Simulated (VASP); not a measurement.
Here is a VASP 6.6.1 calculation.

The input INCAR:

```
SYSTEM = GaBiTe2Se
PREC = Accurate
ENCUT = 600
EDIFF = 1E-7
ISMEAR = 0
SIGMA = 0.1
LREAL = .FALSE.
LASPH = .TRUE.
NELM = 60
ALGO = Normal
ISIF = 3
LWAVE = .FALSE.
LCHARG = .FALSE.
GGA = PE
IBRION = 2
NSW = 90
EDIFFG = -0.04
```

Contents of KPOINTS:

```
regular mesh
0
G
  6 6 4
  0 0 0
```

The input POSCAR:

```
GaBiTe2Se
1.0
    5.2672331109      0.0000000000      0.0000000000
   -2.6336165554      4.5615576817      0.0000000000
    0.0000000000      0.0000000000      6.5615877544
Ga Bi Te Se
1 1 2 1
Direct
    0.3333333333      0.6666666667      0.5000000000
    0.6666666667      0.3333333333      0.0000000000
    0.6666666667      0.3333333333      0.5000000000
    0.3333333333      0.6666666667      0.0000000000
    0.0000000000      0.0000000000      0.5000000000
```

Potentials or basis: VASP PAW PBE potentials, release 64 (Ga_d, Bi_d, Te, Se).

Command:

```bash
$ cat potpaw_PBE.64/Ga_d/POTCAR potpaw_PBE.64/Bi_d/POTCAR potpaw_PBE.64/Te/POTCAR potpaw_PBE.64/Se/POTCAR > POTCAR
$ mpirun -np 1 vasp_std > vasp.out
```

Question: What does it give for the relaxed volume?

Answer: 31.05 Å³/atom.

Question: What does it give for the relaxed cell?

Answer: a = 5.334 Å, b = 5.334 Å, c = 6.302 Å, α = 90.00°, β = 90.00°, γ = 120.00°.

Question: Estimate the band gap on the k mesh.

Answer: Zero (bands 23 and 24 overlap by 0.93 eV).

Step by step:
```tsv
step	energy change (eV)	largest force (eV/Å)	pressure (GPa)	volume (Å³)
1	0.0000	0.0000	0.01	157.65
2	-0.0611	0.0000	-0.41	157.64
3	-0.0664	0.0000	-0.48	157.61
4	-0.0665	0.0000	-0.49	157.60
5	-0.0695	0.0000	0.06	155.26
```

Caveat: spin-orbit coupling is left out, which moves the levels of the heavy elements.
